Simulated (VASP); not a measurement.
# SnO3 (I4mm) in VASP: single point with PBE

Aim: the single point of SnO3 with PBE.

All numbers are computed with VASP 6.6.1; they aren't measurements. Logs are shortened: lines on timing, memory, paths and dates and some standing lists are left out, and cuts for length are marked.

## Step 1: The cell of the first run

The structure is tetragonal, space group I4mm (No. 107). Conventional cell: a = 4.087 Å, b = 4.087 Å, c = 5.778 Å, α = 90.00°, β = 90.00°, γ = 90.00°. Sn (site symmetry 4mm) has 5 O at 2.05 to 2.16 Å within 2.7 Å. Within 2.7 Å of O (site symmetry 2mm) lie 2 O at 2.05 Å and 2 Sn at 2.16 Å. O (site symmetry 4mm) has 1 Sn at 2.05 Å and 4 O at 2.05 Å within 2.7 Å.

The cell was generated, and may not be a known phase.

## Step 2: Single point, PBE

INCAR

```
PREC     = Accurate       # precision mode
ENCUT    = 600            # plane-wave cutoff, eV
EDIFF    = 1E-6           # SCF threshold, eV
ISMEAR   = 0              # smearing method
SIGMA    = 0.2            # smearing width, eV
LREAL    = False          # projectors in reciprocal space
LASPH    = True           # aspherical terms in the spheres
NELM     = 120            # most SCF steps
ALGO     = Normal         # electronic algorithm
ISIF     = 2              # what is computed and relaxed
LWAVE    = False          # write WAVECAR
LCHARG   = False          # write CHGCAR
GGA      = PE             # functional
NBANDS   = 24             # bands
GGA_COMPAT= False
```

KPOINTS

```
Automatic mesh
0
Gamma
  6 6 6
```

POSCAR

```
SnO3
1.0
   -2.0435543218      2.0435543218      2.8888478901
    2.0435543218     -2.0435543218      2.8888478901
    2.0435543218      2.0435543218     -2.8888478901
Sn O
1 3
Direct
    0.5130128049      0.5130128049      0.0000000000
    0.1358443881      0.6358443881      0.5000000000
    0.6358443881      0.1358443881      0.5000000000
    0.1590646589      0.1590646589      0.0000000000
```

Potentials or basis: VASP PAW PBE potentials, release 64 (Sn_d, O).

Run with:

```bash
cat potpaw_PBE.64/Sn_d/POTCAR potpaw_PBE.64/O/POTCAR > POTCAR
mpirun -np 1 vasp_std > vasp.out
```

OUTCAR:

```text
PREC = Accurate
   ENCUT = 600
   EDIFF = 1E-6
   ISMEAR = 0
   LREAL = False
   LASPH = True
   NELM = 120
   ISIF = 2
   GGA = PE

 ion  position               nearest neighbor table
   1  0.513  0.513  0.000-   4 2.05   3 2.16   2 2.16   2 2.16   3 2.16
   2  0.136  0.636  0.500-   1 2.16   1 2.16
   3  0.636  0.136  0.500-   1 2.16   1 2.16
   4  0.159  0.159  0.000-   1 2.05

  LATTYP: Found a body centered tetragonal cell.
 ALAT       =     4.0871086436
 C/A-ratio  =     1.4136389032

  Lattice vectors:

 A1 = (  -2.0435543218,   2.0435543218,   2.8888478901)
 A2 = (   2.0435543218,  -2.0435543218,   2.8888478901)
 A3 = (   2.0435543218,   2.0435543218,  -2.8888478901)

Analysis of symmetry for initial positions (statically):
=====================================================================
 Subroutine PRICEL returns:
 Original cell was already a primitive cell.

 Routine SETGRP: Setting up the symmetry group for a
 body centered tetragonal supercell.

 Subroutine GETGRP returns: Found  8 space group operations
 (whereof  8 operations were pure point group operations)
 out of a pool of 16 trial point group operations.

The static configuration has the point symmetry C_4v.

Analysis of symmetry for dynamics (positions and initial velocities):
=====================================================================
 Subroutine PRICEL returns:
 Original cell was already a primitive cell.

 Routine SETGRP: Setting up the symmetry group for a
 body centered tetragonal supercell.

 Subroutine GETGRP returns: Found  8 space group operations
 (whereof  8 operations were pure point group operations)
 out of a pool of 16 trial point group operations.

The dynamic configuration has the point symmetry C_4v.

 Subroutine INISYM returns: Found  8 space group operations
 (whereof  8 operations are pure point group operations),
 and found     1 'primitive' translations

----------------------------------------------------------------------------------------

                                     Primitive cell

  volume of cell :      48.2566

  direct lattice vectors                    reciprocal lattice vectors
    -2.043554322  2.043554322  2.888847890     0.000000000  0.244671744  0.173079379
     2.043554322 -2.043554322  2.888847890     0.244671744  0.000000000  0.173079379
     2.043554322  2.043554322 -2.888847890     0.244671744  0.244671744  0.000000000

  length of vectors
     4.086278339  4.086278339  4.086278339     0.299701074  0.299701074  0.346018099

  position of ions in fractional coordinates (direct lattice)
     0.513012805  0.513012805  0.000000000
     0.135844388  0.635844388  0.500000000
     0.635844388  0.135844388  0.500000000
     0.159064659  0.159064659  0.000000000

  ion indices of the primitive-cell ions
   primitive index   ion index
                 1           1
                 2           2
                 3           3
                 4           4

----------------------------------------------------------------------------------------

 KPOINTS: Automatic mesh

Automatic generation of k-mesh.
 Grid dimensions read from file:
 generate k-points for:    6    6    6

 Generating k-lattice:

  Cartesian coordinates                     Fractional coordinates (reciprocal lattice)
     0.000000000  0.040778624  0.028846563     0.166666667 -0.000000000  0.000000000
     0.040778624  0.000000000  0.028846563    -0.000000000  0.166666667  0.000000000
     0.040778624  0.040778624  0.000000000     0.000000000  0.000000000  0.166666667

  Length of vectors
     0.049950179  0.049950179  0.057669683

  Shift w.r.t. Gamma in fractional coordinates (k-lattice)
     0.000000000  0.000000000  0.000000000

 Subroutine IBZKPT returns following result:
 ===========================================

 Found     30 irreducible k-points:

 Following reciprocal coordinates:
            Coordinates               Weight
  0.000000  0.000000  0.000000      1.000000
  0.166667  0.000000 -0.000000      8.000000
  0.333333 -0.000000  0.000000      8.000000
  0.500000  0.000000  0.000000      4.000000
  0.166667  0.166667  0.000000      8.000000
  0.333333  0.166667  0.000000     16.000000
[... 16 lines left out ...]
 -0.333333 -0.333333  0.166667      8.000000
 -0.166667 -0.333333  0.166667      8.000000
 [... further k-points ...]
   k-points           NKPTS =     30   k-points in BZ     NKDIM =     30   number of bands    NBANDS=     24
   number of dos      NEDOS =    301   number of ions     NIONS =      4
   total plane-waves  NPLWV =  46656
   dimension x,y,z NGX =    36 NGY =   36 NGZ =   36
   dimension x,y,z NGXF=    72 NGYF=   72 NGZF=   72
   ions per type =               1   3
   NGX,Y,Z   is equivalent  to a cutoff of  14.65, 14.65, 14.65 a.u.
   NGXF,Y,Z  is equivalent  to a cutoff of  29.29, 29.29, 29.29 a.u.
 SYSTEM =  unknown system
   PREC   = accura    normal or accurate (medium, high low for compatibility)
   ISTART =      0    job   : 0-new  1-cont  2-samecut
   ICHARG =      2    charge: 1-file 2-atom 10-const
   ISPIN  =      1    spin polarized calculation?
   LNONCOLLINEAR =      F non collinear calculations
   LSORBIT =      F    spin-orbit coupling
   LASPH  =      T    aspherical Exc in radial PAW
   ENCUT  =  600.0 eV  44.10 Ry    6.64 a.u.   8.16  8.16  8.16*2*pi/ulx,y,z
   NELM   =    120;   NELMIN=  2; NELMDL= -5     # of ELM steps
   EDIFF  = 0.1E-05   stopping-criterion for ELM
   LREAL  =      F    real-space projection
   EDIFFG = 0.1E-04   stopping-criterion for IOM
   NSW    =      0    number of steps for IOM
   IBRION =     -1    ionic relax: 0-MD 1-quasi-New 2-CG
   NFREE  =      0    steps in history (QN), initial steepest desc. (CG)
   ISIF   =      2    stress and relaxation
   ISYM   =      2    0-nonsym 1-usesym 2-fastsym
   POTIM  = 0.5000    time-step for ionic-motion
   TEBEG  =    0.0;   TEEND  =   0.0 temperature during run
   PSTRESS=    0.0 pullay stress
   NELECT =      32.0000    total number of electrons
   NUPDOWN=      -1.0000    fix difference up-down
   EMIN   =  10.00;   EMAX   =-10.00  energy-range for DOS
   EFERMI =   0.00;   METHOD = LEGACY
   ISMEAR =     0;   SIGMA  =   0.20  broadening in eV -4-tet -1-fermi 0-gaus
   EFERMI_NEDOS =   21; number of points for ismear=-14 and -15
   IALGO  =     38    algorithm
   IMIX   =      4    mixing-type and parameters
     AMIX     =   0.40;   BMIX     =  1.00
     AMIX_MAG =   1.60;   BMIX_MAG =  1.00
  volume/ion in A,a.u.               =      12.06        81.41
  Fermi-wavevector in a.u.,A,eV,Ry     =   1.427598  2.697768 27.729149  2.038035
  Thomas-Fermi vector in A             =   2.547750
   LORBIT       =      0    0 simple, 1 ext, 2 COOP (PROOUT), +10 PAW based schemes
   GGA     = PE    functional components
   LHFCALC =     F    Hartree Fock is set to
   AEXX    =    0.0000 exact exchange contribution
   IVDW    =     0    specifies the selected vdW correction
   LEPSILON=     F    determine dielectric tensor
   LRPA    =     F    only Hartree local field effects (RPA)
 non-spin polarized calculation
 Gauss-broadening in eV      SIGMA  =   0.20
  energy-cutoff  :      600.00
  volume of cell :       48.26
 maximum number of plane-waves:      1639
 NGX is ok and might be reduce to    36
   NGX = 17   NGY = 17   NGZ = 17

 number of electron      32.0000002 magnetization

 Free energy of the ion-electron system (eV)
  ---------------------------------------------------
  ext. energy  EPLUGINS =         0.00000000
  ---------------------------------------------------
  free energy    TOTEN  =       -19.95009932 eV

  energy without entropy =      -19.91535303  energy(sigma->0) =      -19.93272617

 E-fermi :   5.7382     XC(G=0): -10.8915

 val. band max:        5.6907279745   @ k =   0.5000   0.5000   0.1667
 cond. band min:       6.0282844431   @ k =   0.1667   0.1667   0.0000
 fundamental gap:      0.3375564685
 Fermi energy:         5.7381879404

 k-point     1 :       0.0000    0.0000    0.0000
  band No.  band energies     occupation
      1     -16.2121      2.00000
      2     -16.1496      2.00000
      3     -15.9301      2.00000
      4     -15.9301      2.00000
      5     -15.8431      2.00000
      6     -14.7279      2.00000
[... 16 lines left out ...]
     23      17.1521      0.00000
     24      20.3449      0.00000

 k-point     2 :       0.1667    0.0000   -0.0000
  band No.  band energies     occupation
      1     -16.2054      2.00000
      2     -16.1650      2.00000
      3     -15.9433      2.00000
      4     -15.9257      2.00000
      5     -15.8444      2.00000
      6     -14.4946      2.00000
[... 16 lines left out ...]
     23      17.6478      0.00000
     24      19.9692      0.00000

 k-point     3 :       0.3333   -0.0000    0.0000
  band No.  band energies     occupation
      1     -16.2426      2.00000
      2     -16.1355      2.00000
      3     -15.9641      2.00000
      4     -15.9181      2.00000
      5     -15.8459      2.00000
      6     -13.9050      2.00000
[... 16 lines left out ...]
     23      17.6759      0.00000
     24      21.2154      0.00000

 k-point     4 :       0.5000    0.0000    0.0000
  band No.  band energies     occupation
      1     -16.2631      2.00000
      2     -16.1163      2.00000
      3     -15.9720      2.00000
      4     -15.9150      2.00000
      5     -15.8460      2.00000
      6     -13.4253      2.00000
[... 16 lines left out ...]
     23      17.5328      0.00000
     24      21.9260      0.00000

 k-point     5 :       0.1667    0.1667    0.0000
  band No.  band energies     occupation
      1     -16.2202      2.00000
      2     -16.1835      2.00000
      3     -15.9398      2.00000
      4     -15.9262      2.00000
      5     -15.8450      2.00000
      6     -14.1651      2.00000
[... 451 lines left out ...]
 k-point    22 :      -0.1667    0.5000    0.1667
  band No.  band energies     occupation
      1     -16.3074      2.00000
      2     -16.1671      2.00000
      3     -15.9477      2.00000
      4     -15.9097      2.00000
      5     -15.8432      2.00000
      6     -13.4805      2.00000
[... 16 lines left out ...]
     23      18.7459      0.00000
     24      20.9356      0.00000

 k-point    23 :      -0.3333   -0.3333    0.1667
  band No.  band energies     occupation
      1     -16.3289      2.00000
      2     -16.2122      2.00000
      3     -15.9295      2.00000
      4     -15.9071      2.00000
      5     -15.8409      2.00000
      6     -13.6404      2.00000
[... 16 lines left out ...]
     23      20.3888      0.00000
     24      20.4284      0.00000

 k-point    24 :      -0.1667   -0.3333    0.1667
  band No.  band energies     occupation
      1     -16.2949      2.00000
      2     -16.2249      2.00000
      3     -15.9260      2.00000
      4     -15.9136      2.00000
      5     -15.8398      2.00000
      6     -14.0378      2.00000
[... 16 lines left out ...]
     23      19.1255      0.00000
     24      20.9043      0.00000

 [... further k-points ...]
[... 5 lines left out ...]
  --------------------------------------------------------------------------------------
  -------------------------------------------------------------------------------------
  Total       -0.1763840     -0.1763840      0.2040316      0.0000000      0.0000000      0.0000000
  in kB       -5.8561579     -5.8561579      6.7740895      0.0000000      0.0000000      0.0000000
  external PRESSURE =      -1.6460755 kB  Pullay stress =       0.0000000 kB

 VOLUME and BASIS-vectors are now :
 -----------------------------------------------------------------------------
  energy-cutoff  :      600.00
  volume of cell :       48.26
      direct lattice vectors                 reciprocal lattice vectors
    -2.043554322  2.043554322  2.888847890     0.000000000  0.244671744  0.173079379
     2.043554322 -2.043554322  2.888847890     0.244671744  0.000000000  0.173079379
     2.043554322  2.043554322 -2.888847890     0.244671744  0.244671744  0.000000000

 POSITION                                       TOTAL-FORCE (eV/Angst)
 -----------------------------------------------------------------------------------
      0.00000      0.00000      2.96403        -0.000000     -0.000000      0.057337
      2.04355      0.00000      0.78487        -0.000000     -0.000000      0.012636
      0.00000      2.04355      0.78487        -0.000000     -0.000000      0.012636
      0.00000      0.00000      0.91903         0.000000      0.000000     -0.082608
 -----------------------------------------------------------------------------------
    total drift:                                0.000000      0.000000     -0.000272

  FREE ENERGIE OF THE ION-ELECTRON SYSTEM (eV)
  ---------------------------------------------------
  free  energy   TOTEN  =       -19.9500993152 eV

  energy  without entropy=      -19.9153530301  energy(sigma->0) =      -19.93272617
```

Run time: 52 s. Hardware: 1 thread of Intel Xeon Platinum 8375C at 2.90GHz (Ice Lake), shared host; peak memory 0.22 GiB.

What came out:

```yaml
Free_energy: -19.9501 eV
Pressure: -0.2 GPa
Largest_force: 0.083 eV/Å
Band_gap_on_the_k_mesh: zero (bands 16 and 17 overlap by 2.68 eV)
```

Forces in eV/Å, atoms in the order of the input:
```
Sn   0.000  0.000  0.057
O    0.000  0.000  0.013
O    0.000  0.000  0.013
O    0.000  0.000 -0.083
```

Stress tensor (GPa, compression positive):
```
-0.59  0.00  0.00
 0.00 -0.59  0.00
 0.00  0.00  0.68
```

Caveat: spin-orbit coupling is left out, which moves the levels of the heavy elements.

The gap in the log of VASP goes by the Fermi energy; the results here count the filled bands.